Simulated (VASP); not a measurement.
Crystal: Sb.

```
CELL_PARAMETERS angstrom
6.01350 0.00000 0.00000
0.00000 6.01350 0.00000
0.00000 0.00000 6.01350
ATOMIC_POSITIONS crystal
Sb 0.00000 0.00000 0.00000
Sb 0.50000 0.50000 0.50000
Sb 0.25000 0.00000 0.50000
Sb 0.75000 0.00000 0.50000
Sb 0.50000 0.25000 0.00000
Sb 0.50000 0.75000 0.00000
Sb 0.00000 0.50000 0.25000
Sb 0.00000 0.50000 0.75000
```

```yaml
Program: VASP 6.6.1
Task: relaxation of cell and atoms
Functional: BLYP
Potentials_or_basis: VASP PAW PBE potentials, release 64 (Sb)
Cutoff: 600 eV
k_mesh: 4 × 4 × 4
Occupations: fermi-dirac, width 0.1 eV
Spin: no spin polarisation
```

At the start: pressure 7.7 GPa; volume 27.18 Å³/atom.

Q: Where does the relaxation end?

A: Over 3 steps the energy falls by 83.8 meV/atom and the volume is 31.13 Å³/atom (+14.5 %); space group Pm-3n (No. 223, to 0.05 Å).

Step by step:
```csv
step,energy change (eV),largest force (eV/Å),pressure (GPa),volume (Å³)
1,0.0000,0.0000,7.67,217.46
2,-0.6059,0.0000,-1.70,261.05
3,-0.6704,0.0000,0.05,249.05
```

Final structure:
```yaml
crystal:
  lattice:
    - [6.29158, 0.00000, 0.00000]
    - [0.00000, 6.29158, 0.00000]
    - [0.00000, 0.00000, 6.29158]
  atoms:
    - { symbol: Sb, position: [0.00000, 0.00000, 0.00000] }
    - { symbol: Sb, position: [0.50000, 0.50000, 0.50000] }
    - { symbol: Sb, position: [0.25000, 0.00000, 0.50000] }
    - { symbol: Sb, position: [0.75000, 0.00000, 0.50000] }
    - { symbol: Sb, position: [0.50000, 0.25000, 0.00000] }
    - { symbol: Sb, position: [0.50000, 0.75000, 0.00000] }
    - { symbol: Sb, position: [0.00000, 0.50000, 0.25000] }
    - { symbol: Sb, position: [0.00000, 0.50000, 0.75000] }
```

Caveat: the PAW data sets were made with another functional, which shifts forces and pressure a little.
